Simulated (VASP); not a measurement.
Write the native input for VASP 6.6.1 that does the following.

| Item | Value |
| --- | --- |
| Task | single point |
| Functional | PBE |
| Potentials or basis | VASP PAW PBE potentials, release 64 (Cu) |
| Cutoff | 520 eV |
| k mesh | 24 × 24 × 12 |
| Occupations | gaussian, width 0.15 eV |
| Spin | no spin polarisation |
| Dipole correction | no |
| Further INCAR settings | ALGO = Fast; EDIFF = 1e-06; NBANDS = 18 |

The structure of Cu lies in POSCAR:

```
Cu
1.0
    2.5974490865      0.0000000000      0.0000000000
   -1.2987245433      2.2494568940      0.0000000000
    0.0000000000      0.0000000000      4.0097567250
Cu
2
Direct
    0.3333333333      0.6666666667      0.2500000000
    0.6666666667      0.3333333333      0.7500000000
```

This cell differs from its parent crystal: strain +0.025 along x and y, -0.025 along z.

The input as run:

INCAR

```
  ALGO = Fast
  EDIFF = 1E-6
  ENCUT = 520
  GGA = PE
  ISIF = 2
  ISMEAR = 0
  LASPH = True
  LCHARG = False
  LREAL = False
  LWAVE = False
  NBANDS = 18
  NELM = 60
  PREC = Accurate
  SIGMA = 0.15
```

KPOINTS

```
k-points
0
Gamma
  24 24 12
```

Potentials or basis: VASP PAW PBE potentials, release 64 (Cu).

Command:

```console
$ cat potpaw_PBE.64/Cu/POTCAR > POTCAR
$ mpirun -np 1 vasp_std > vasp.out
```

It gave:

The pressure is 4.6 GPa and the band gap on the k mesh is zero (band 11 reaches 11.48 eV, above the bottom of band 12 at 5.73 eV).

Caveat: the cell differs from its parent crystal (strain +0.025 along x and y, -0.025 along z).

It took 4.9 min on 1 thread of AMD EPYC 7R13 (shared host), peak memory 0.22 GiB.
